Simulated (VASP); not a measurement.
Write the native input for VASP 6.6.1 that does the following.

```yaml
Task: single point
Functional: LDA
Potentials_or_basis: VASP PAW LDA potentials, release 64 (Si, Ge_d)
Cutoff: 520 eV
k_mesh: 12 × 12 × 6
Occupations: gaussian, width 0.03 eV
Spin: no spin polarisation
Dipole_correction: no
Further_INCAR_settings: ALGO = Normal; EDIFF = 1e-06; NBANDS = 26
```

The structure of SiGe lies in POSCAR:

```
SiGe
1.0
    3.7539145622      0.0000000000      0.0000000000
   -1.8769572811      3.2509853745      0.0000000000
    0.0000000000      0.0000000000      6.7945853576
Si Ge
2 2
Direct
    0.6666666667      0.3333333333      0.8745031008
    0.3333333333      0.6666666667      0.3745031008
    0.6666666667      0.3333333333      0.5004958992
    0.3333333333      0.6666666667      0.0004958992
```

This cell differs from its parent crystal: volume 20.730 Å^3 an atom, c/a of the conventional cell 1.8100.

These files were run (other wordings do the same):

INCAR

```
SYSTEM = SiGe
  PREC = Accurate
  ENCUT = 520
  EDIFF = 1E-6
  ISMEAR = 0
  SIGMA = 0.03
  LREAL = .FALSE.
  LASPH = .TRUE.
  NELM = 100
  ALGO = Normal
  ISIF = 2
  LWAVE = .FALSE.
  LCHARG = .FALSE.
  NBANDS = 26
```

KPOINTS

```
Automatic mesh
0
G
  12 12 6
  0 0 0
```

Potentials or basis: VASP PAW LDA potentials, release 64 (Si, Ge_d).

Launch:

```bash
$ cat potpaw_LDA.64/Si/POTCAR potpaw_LDA.64/Ge_d/POTCAR > POTCAR
$ mpirun -np 1 vasp_std > vasp.out
```

It gave:

```yaml
Pressure: 1.1 GPa
Largest_force: 0.681 eV/Å
Band_gap_on_the_k_mesh: 0.12 eV, indirect (least direct gap 0.24 eV)
```

Run time: 65 s on 1 thread of AMD EPYC 9R45 96-Core Processor (Zen 5), on a shared host, peak memory 0.22 GiB.
